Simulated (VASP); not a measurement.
# LaCu2 (P6/mmm) in VASP: a series of runs

Runs on LaCu2. Level: LDA. Tasks: single point.

Everything below comes from runs of VASP 6.6.1. Logs are shortened: lines on timing, memory, paths and dates and some standing lists are left out, and cuts for length are marked.

### 1 The cell of the first run

Symmetry: P6/mmm, No. 191, hexagonal system. Conventional cell: a = 4.345 Å, b = 4.345 Å, c = 3.819 Å, α = 90.00°, β = 90.00°, γ = 120.00°. La (site symmetry 6/mmm) has 12 Cu at 3.15 Å and 2 La at 3.82 Å within 4.1 Å. Cu (site symmetry -6m2) has 3 Cu at 2.51 Å and 6 La at 3.15 Å within 3.3 Å.

### 2 Single point, LDA

Input file INCAR:

```
PREC = Accurate
ENCUT = 520
EDIFF = 1E-6
ISMEAR = 1
SIGMA = 0.1
LREAL = False
LASPH = True
NELM = 80
ALGO = Normal
ISIF = 2
LWAVE = False
LCHARG = True
GGA = CA
LELF = True
LVHAR = True
NBANDS = 24
```

Input file KPOINTS:

```
Automatic mesh
0
Gamma
  2 2 2
```

Input file POSCAR:

```
LaCu2
1.0
    4.3450000000      0.0000000000      0.0000000000
   -2.1725000000      3.7628800000      0.0000000000
    0.0000000000      0.0000000000      3.8190000000
La Cu
1 2
Direct
    0.0000000000      0.0000000000      0.0000000000
    0.3333333333      0.6666666667      0.5000000000
    0.6666666667      0.3333333333      0.5000000000
```

Potentials or basis: VASP PAW LDA potentials, release 64 (La, Cu).

Command:

```console
$ cat potpaw_LDA.64/La/POTCAR potpaw_LDA.64/Cu/POTCAR > POTCAR
$ mpirun -np 1 vasp_std > vasp.out
```

OUTCAR:

```text
PREC = Accurate
   ENCUT = 520
   EDIFF = 1E-6
   ISMEAR = 1
   LREAL = False
   LASPH = True
   NELM = 80
   ISIF = 2
   GGA = CA

 ion  position               nearest neighbor table
   1  0.000  0.000  0.000-   2 3.15   2 3.15   3 3.15   3 3.15   2 3.15   3 3.15   2 3.15   3 3.15
                             3 3.15   3 3.15   2 3.15   2 3.15
   2  0.333  0.667  0.500-   3 2.51   3 2.51   3 2.51   1 3.15   1 3.15   1 3.15   1 3.15   1 3.15
                             1 3.15
   3  0.667  0.333  0.500-   2 2.51   2 2.51   2 2.51   1 3.15   1 3.15   1 3.15   1 3.15   1 3.15
                             1 3.15

  LATTYP: Found a hexagonal cell.
 ALAT       =     4.3450000000
 C/A-ratio  =     0.8789413119

  Lattice vectors:

 A1 = (   4.3450000000,   0.0000000000,   0.0000000000)
 A2 = (  -2.1725000000,   3.7628800000,   0.0000000000)
 A3 = (   0.0000000000,   0.0000000000,   3.8190000000)

Analysis of symmetry for initial positions (statically):
=====================================================================
 Subroutine PRICEL returns:
 Original cell was already a primitive cell.

 Routine SETGRP: Setting up the symmetry group for a
 hexagonal supercell.

 Subroutine GETGRP returns: Found 24 space group operations
 (whereof 24 operations were pure point group operations)
 out of a pool of 24 trial point group operations.

The static configuration has the point symmetry D_6h.

Analysis of symmetry for dynamics (positions and initial velocities):
=====================================================================
 Subroutine PRICEL returns:
 Original cell was already a primitive cell.

 Routine SETGRP: Setting up the symmetry group for a
 hexagonal supercell.

 Subroutine GETGRP returns: Found 24 space group operations
 (whereof 24 operations were pure point group operations)
 out of a pool of 24 trial point group operations.

The dynamic configuration has the point symmetry D_6h.

 Subroutine INISYM returns: Found 24 space group operations
 (whereof 24 operations are pure point group operations),
 and found     1 'primitive' translations

----------------------------------------------------------------------------------------

                                     Primitive cell

  volume of cell :      62.4396

  direct lattice vectors                    reciprocal lattice vectors
     4.345000000  0.000000000  0.000000000     0.230149597  0.132876945  0.000000000
    -2.172500000  3.762880000  0.000000000     0.000000000  0.265753891  0.000000000
     0.000000000  0.000000000  3.819000000     0.000000000  0.000000000  0.261848651

  length of vectors
     4.345000000  4.344999671  3.819000000     0.265753871  0.265753891  0.261848651

  position of ions in fractional coordinates (direct lattice)
     0.000000000  0.000000000  0.000000000
     0.333333333  0.666666667  0.500000000
     0.666666667  0.333333333  0.500000000

  ion indices of the primitive-cell ions
   primitive index   ion index
                 1           1
                 2           2
                 3           3

----------------------------------------------------------------------------------------

 KPOINTS: Automatic mesh

Automatic generation of k-mesh.
 Grid dimensions read from file:
 generate k-points for:    2    2    2

 Generating k-lattice:

  Cartesian coordinates                     Fractional coordinates (reciprocal lattice)
     0.115074799  0.066438473  0.000000000     0.500000000  0.000000000  0.000000000
     0.000000000  0.132876945  0.000000000     0.000000000  0.500000000  0.000000000
     0.000000000  0.000000000  0.130924326     0.000000000  0.000000000  0.500000000

  Length of vectors
     0.132876935  0.132876945  0.130924326

  Shift w.r.t. Gamma in fractional coordinates (k-lattice)
     0.000000000  0.000000000  0.000000000

 Subroutine IBZKPT returns following result:
 ===========================================

 Found      4 irreducible k-points:

 Following reciprocal coordinates:
            Coordinates               Weight
  0.000000  0.000000  0.000000      1.000000
  0.500000  0.000000  0.000000      3.000000
  0.000000  0.000000  0.500000      1.000000
  0.500000  0.000000  0.500000      3.000000
   k-points           NKPTS =      4   k-points in BZ     NKDIM =      4   number of bands    NBANDS=     24
   number of dos      NEDOS =    301   number of ions     NIONS =      3
   total plane-waves  NPLWV =  28672
   dimension x,y,z NGX =    32 NGY =   32 NGZ =   28
   dimension x,y,z NGXF=    64 NGYF=   64 NGZF=   56
   ions per type =               1   2
   NGX,Y,Z   is equivalent  to a cutoff of  12.24, 12.24, 12.19 a.u.
   NGXF,Y,Z  is equivalent  to a cutoff of  24.49, 24.49, 24.38 a.u.
 SYSTEM =  unknown system
   PREC   = accura    normal or accurate (medium, high low for compatibility)
   ISTART =      0    job   : 0-new  1-cont  2-samecut
   ICHARG =      2    charge: 1-file 2-atom 10-const
   ISPIN  =      1    spin polarized calculation?
   LNONCOLLINEAR =      F non collinear calculations
   LSORBIT =      F    spin-orbit coupling
   LASPH  =      T    aspherical Exc in radial PAW
   ENCUT  =  520.0 eV  38.22 Ry    6.18 a.u.   8.08  8.08  7.10*2*pi/ulx,y,z
   NELM   =     80;   NELMIN=  2; NELMDL= -5     # of ELM steps
   EDIFF  = 0.1E-05   stopping-criterion for ELM
   LREAL  =      F    real-space projection
   EDIFFG = 0.1E-04   stopping-criterion for IOM
   NSW    =      0    number of steps for IOM
   IBRION =     -1    ionic relax: 0-MD 1-quasi-New 2-CG
   NFREE  =      0    steps in history (QN), initial steepest desc. (CG)
   ISIF   =      2    stress and relaxation
   ISYM   =      2    0-nonsym 1-usesym 2-fastsym
   POTIM  = 0.5000    time-step for ionic-motion
   TEBEG  =    0.0;   TEEND  =   0.0 temperature during run
   PSTRESS=    0.0 pullay stress
   NELECT =      33.0000    total number of electrons
   NUPDOWN=      -1.0000    fix difference up-down
   EMIN   =  10.00;   EMAX   =-10.00  energy-range for DOS
   EFERMI =   0.00;   METHOD = LEGACY
   ISMEAR =     1;   SIGMA  =   0.10  broadening in eV -4-tet -1-fermi 0-gaus
   EFERMI_NEDOS =   21; number of points for ismear=-14 and -15
   IALGO  =     38    algorithm
   IMIX   =      4    mixing-type and parameters
     AMIX     =   0.40;   BMIX     =  1.00
     AMIX_MAG =   1.60;   BMIX_MAG =  1.00
  volume/ion in A,a.u.               =      20.81       140.45
  Fermi-wavevector in a.u.,A,eV,Ry     =   1.323608  2.501257 23.836583  1.751939
  Thomas-Fermi vector in A             =   2.453204
   LORBIT       =      0    0 simple, 1 ext, 2 COOP (PROOUT), +10 PAW based schemes
   GGA     = CA    functional components
   LHFCALC =     F    Hartree Fock is set to
   AEXX    =    0.0000 exact exchange contribution
   IVDW    =     0    specifies the selected vdW correction
   LEPSILON=     F    determine dielectric tensor
   LRPA    =     F    only Hartree local field effects (RPA)
 non-spin polarized calculation
 Methfessel and Paxton  Order N= 1 SIGMA  =   0.10
  energy-cutoff  :      520.00
  volume of cell :       62.44
 maximum number of plane-waves:      1700
   NGX = 17   NGY = 17   NGZ = 15

 number of electron      32.9999971 magnetization

 Free energy of the ion-electron system (eV)
  ---------------------------------------------------
  ext. energy  EPLUGINS =         0.00000000
  ---------------------------------------------------
  free energy    TOTEN  =       -15.71625249 eV

  energy without entropy =      -15.70668128  energy(sigma->0) =      -15.71306208

 E-fermi :   6.6870     XC(G=0): -10.9612

 val. band max:        6.6579705308   @ k =   0.5000   0.0000   0.5000
 cond. band min:       7.4374294062   @ k =   0.0000   0.0000   0.0000
 fundamental gap:      0.7794588754
 Fermi energy:         6.6870265749

 k-point     1 :       0.0000    0.0000    0.0000
  band No.  band energies     occupation
      1     -25.3742      2.00000
      2      -9.0222      2.00000
      3      -9.0222      2.00000
      4      -8.7940      2.00000
      5       0.9321      2.00000
      6       3.3740      2.00000
[... 16 lines left out ...]
     23       9.1931      0.00000
     24       9.1932      0.00000

 k-point     2 :       0.5000    0.0000    0.0000
  band No.  band energies     occupation
      1     -25.3492      2.00000
      2      -9.3950      2.00000
      3      -9.0994      2.00000
      4      -8.7626      2.00000
      5       3.0939      2.00000
      6       3.4663      2.00000
[... 16 lines left out ...]
     23       9.1055      0.00000
     24       9.2078      0.00000

 k-point     3 :       0.0000    0.0000    0.5000
  band No.  band energies     occupation
      1     -25.3168      2.00000
      2      -9.5463      2.00000
      3      -8.9413      2.00000
      4      -8.9413      2.00000
      5       2.9363      2.00000
      6       3.6248      2.00000
[... 16 lines left out ...]
     23       9.2718      0.00000
     24       9.3056      0.00000

 k-point     4 :       0.5000    0.0000    0.5000
  band No.  band energies     occupation
      1     -25.2949      2.00000
      2      -9.4434      2.00000
      3      -9.2555      2.00000
      4      -9.0228      2.00000
      5       2.6047      2.00000
      6       3.5350      2.00000
[... 16 lines left out ...]
     23       9.1622      0.00000
     24       9.2739      0.00000

------------------------ aborting loop because EDIFF is reached ----------------------------------------

  FORCE on cell =-STRESS in cart. coord.  units (eV):
  Direction    XX          YY          ZZ          XY          YZ          ZX
  --------------------------------------------------------------------------------------
  -------------------------------------------------------------------------------------
  Total       -3.7532004     -3.7531996     -0.3540733      0.0000000     -0.0000000      0.0000000
  in kB      -96.3058183    -96.3057989     -9.0853992      0.0000000     -0.0000000      0.0000000
  external PRESSURE =     -67.2323388 kB  Pullay stress =       0.0000000 kB

 VOLUME and BASIS-vectors are now :
 -----------------------------------------------------------------------------
  energy-cutoff  :      520.00
  volume of cell :       62.44
      direct lattice vectors                 reciprocal lattice vectors
     4.345000000  0.000000000  0.000000000     0.230149597  0.132876945  0.000000000
    -2.172500000  3.762880000  0.000000000     0.000000000  0.265753891  0.000000000
     0.000000000  0.000000000  3.819000000     0.000000000  0.000000000  0.261848651

 POSITION                                       TOTAL-FORCE (eV/Angst)
 -----------------------------------------------------------------------------------
      0.00000      0.00000      0.00000         0.000000      0.000000      0.000000
     -0.00000      2.50859      1.90950        -0.000000     -0.000000      0.000000
      2.17250      1.25429      1.90950        -0.000000      0.000000     -0.000000
 -----------------------------------------------------------------------------------
    total drift:                               -0.000000      0.000000     -0.000000

  FREE ENERGIE OF THE ION-ELECTRON SYSTEM (eV)
  ---------------------------------------------------
  free  energy   TOTEN  =       -15.7162524875 eV

  energy  without entropy=      -15.7066812765  energy(sigma->0) =      -15.71306208
```

Run time: 15 s. Hardware: 1 thread of Intel Xeon Platinum 8259CL at 2.50GHz (Skylake/Cascade Lake), shared host; peak memory 0.16 GiB.

What came out:

```
Free energy            : -15.7163 eV
Pressure               : -6.7 GPa
Band gap on the k mesh : zero (an odd number of electrons rules out a gap without spin polarisation)
```

Levels at points of the mesh, in eV from the Fermi level:
```tsv
k point	band 14	band 15	band 16	band 17	band 18	band 19
(0.00, 0.00, 0.00)	-2.14	-2.14	0.75	0.75	1.08	1.94
(0.50, 0.00, 0.00)	-1.95	-1.83	-1.14	1.13	1.59	2.16
(0.00, 0.00, 0.50)	-2.00	-1.98	-1.94	1.91	1.91	1.94
(0.50, 0.00, 0.50)	-1.80	-1.46	-0.29	-0.06	-0.03	1.59
```

Caveat: the k points lie up to 0.83 Å⁻¹ apart, too coarse for converged energies and pressures of a metal; spin-orbit coupling is left out, which moves the levels of the heavy elements.

### 3 Single point, LDA

Input file INCAR:

```
ALGO = Normal
EDIFF = 1E-7
ENCUT = 520
ISIF = 2
ISMEAR = 1
LASPH = T
LCHARG = F
LREAL = F
LWAVE = F
NBANDS = 24
NELM = 100
PREC = Accurate
SIGMA = 0.1
```

Input file KPOINTS:

```
k-points
0
Gamma
  3 3 3
```

POSCAR is that of step 2.

Potentials or basis: VASP PAW LDA potentials, release 64 (La, Cu).

Command:

```console
$ cat potpaw_LDA.64/La/POTCAR potpaw_LDA.64/Cu/POTCAR > POTCAR
$ mpirun -np 1 vasp_std > vasp.out
```

Wall time 29 s (1 thread of Intel Xeon Platinum 8259CL at 2.50GHz (Skylake/Cascade Lake), shared host); peak memory 0.16 GiB.

It converged, with:

| Quantity | Value |
| --- | --- |
| Free energy | -15.2033 eV |
| Pressure | -7.2 GPa |
| Band gap on the k mesh | zero (an odd number of electrons rules out a gap without spin polarisation) |

Stress tensor (GPa, compression positive):
```
 -4.96   0.00   0.00
  0.00  -4.96   0.00
  0.00   0.00 -11.74
```

Levels at points of the mesh, in eV from the Fermi level:
```tsv
k point	band 14	band 15	band 16	band 17	band 18	band 19
(0.00, 0.00, 0.00)	-2.96	-2.96	-0.04	-0.04	0.32	1.29
```

Caveat: the k points lie up to 0.56 Å⁻¹ apart, too coarse for converged energies and pressures of a metal; spin-orbit coupling is left out, which moves the levels of the heavy elements.

(Continued in part 2 of 2.)
